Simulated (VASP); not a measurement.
Input of a VASP 6.6.1 run:

File POSCAR:

```
ZnO
1.0
    3.2988066038      0.0000000000      0.0000000000
   -1.6494033019      2.8568503210      0.0000000000
    0.0000000000      0.0000000000      5.3131138416
Zn O
2 2
Direct
    0.3333333333      0.6666666667      0.4996551081
    0.6666666667      0.3333333333     -0.0003448919
    0.6666666667      0.3333333333      0.3793548919
    0.3333333333      0.6666666667      0.8793548919
```

INCAR.step1

```
PREC     = Accurate       # precision mode
ENCUT    = 660            # plane-wave cutoff, eV
ISMEAR   = 0              # smearing method
SIGMA    = 0.01           # smearing width, eV
LREAL    = F              # projectors in reciprocal space
LASPH    = T              # aspherical terms in the spheres
NELM     = 120            # most SCF steps
NBANDS   = 26             # bands
GGA      = PE             # functional
ALGO     = Normal         # electronic algorithm
EDIFF    = 1E-5           # SCF threshold, eV
LWAVE    = T              # write WAVECAR
LCHARG   = F              # write CHGCAR
GGA_COMPAT= F
```

File INCAR.step2:

```
PREC     = Accurate       # precision mode
ENCUT    = 660            # plane-wave cutoff, eV
EDIFF    = 1E-6           # SCF threshold, eV
ISMEAR   = 0              # smearing method
SIGMA    = 0.01           # smearing width, eV
LREAL    = F              # projectors in reciprocal space
LASPH    = T              # aspherical terms in the spheres
NELM     = 120            # most SCF steps
ALGO     = Normal         # electronic algorithm
ISIF     = 2              # what is computed and relaxed
LWAVE    = F              # write WAVECAR
LCHARG   = F              # write CHGCAR
METAGGA  = R2SCAN         # meta-GGA
LMIXTAU  = T            
NBANDS   = 26             # bands
ISTART   = 1            
GGA_COMPAT= F
```

The input KPOINTS:

```
regular mesh
0
Gamma
  9 9 4
```

Potentials or basis: VASP PAW PBE potentials, release 64 (Zn, O).

The run is started by

```bash
$ cat potpaw_PBE.64/Zn/POTCAR potpaw_PBE.64/O/POTCAR > POTCAR
$ cp INCAR.step1 INCAR
$ mpirun -np 1 vasp_std > vasp.out
$ cp INCAR.step2 INCAR
$ mpirun -np 1 vasp_std > vasp.out
```

Task: Estimate the band gap on the k mesh.

Result: 1.15 eV.

Task: Predict the pressure.

Result: -7.1 GPa.

Task: Estimate the largest force.

Result: 0.005 eV/Å.

Forces in eV/Å, atoms in the order of the input:
```
Zn   0.000  0.000  0.005
Zn   0.000  0.000  0.005
O    0.000  0.000 -0.005
O    0.000  0.000 -0.005
```

Caveat: the cell stands under tension; the PAW data sets were made with another functional, which shifts forces and pressure a little. r2SCAN opens gaps a little over a GGA but as a rule still falls short of measured ones.
